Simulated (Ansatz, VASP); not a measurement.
One calculation of Cr, two programs

```
Cr
1.0
    -1.42389    1.42389    1.42389
     1.42389   -1.42389    1.42389
     1.42389    1.42389   -1.42389
Cr
1
Direct
  0.00000 0.00000 0.00000
```

Alike in both runs: functional PBE; k mesh 20 × 20 × 20; occupations gaussian, width 0.1 eV; no spin polarisation.

Ansatz relaxed the structure, and its values are those at the end. VASP's run is a single point on that final structure, the one shown.

|  | VASP | Ansatz |
| --- | --- | --- |
| version | VASP 6.6.1 | Ansatz 0.2.0 |
| potentials or method | VASP PAW PBE potentials, release 64 (Cr_pv), cutoff 500 eV | scalar-relativistic, plane waves, PAW |
| valence electrons in the cell | 12 | 14 |

|  | VASP | Ansatz | Ansatz less VASP |
| --- | --- | --- | --- |
| gap on the k mesh at the Fermi level (eV) | none | none | - |
| pressure (GPa) | -1.3 | 0.0 | +1.27 |

A gap of «none» marks a metal or a gap that the smearing closes. VASP's potentials hold 12 valence electrons a cell and Ansatz's 14, so a difference there can come from the potentials and not from the codes.
